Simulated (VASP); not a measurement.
Here is a VASP 6.6.1 calculation.

Contents of INCAR:

```
SYSTEM = Cu
PREC = Accurate
ENCUT = 520
EDIFF = 1E-6
ISMEAR = 1
SIGMA = 0.05
LREAL = .FALSE.
LASPH = .TRUE.
NELM = 60
ALGO = Normal
ISIF = 2
LWAVE = .FALSE.
LCHARG = .FALSE.
GGA = PS
NBANDS = 30
```

File KPOINTS:

```
regular mesh
0
G
  3 3 1
  0 0 0
```

File POSCAR:

```
Cu
1.0
    2.5307640300      0.0000000000      0.0000000000
   -1.2653820100      2.1917059400      0.0000000000
    0.0000000000      0.0000000000      8.2618150800
Cu
4
Direct
    0.0000000000      0.0000000000      0.0000000000
    0.3333333300      0.6666666700      0.2500000000
    0.0000000000      0.0000000000      0.5000000000
    0.6666666700      0.3333333300      0.7500000000
```

Potentials or basis: VASP PAW PBE potentials, release 64 (Cu).

Run with:

```sh
$ cat potpaw_PBE.64/Cu/POTCAR > POTCAR
$ mpirun -np 1 vasp_std > vasp.out
```

(1) Estimate the pressure.

(2) Predict the band gap on the k mesh.

## Answers

(1) -1.9 GPa.

(2) zero (band 22 reaches 11.01 eV, above the bottom of band 23 at 6.07 eV).

Caveat: the k points lie up to 0.96 Å⁻¹ apart; the PAW data sets were made with another functional, which shifts forces and pressure a little.
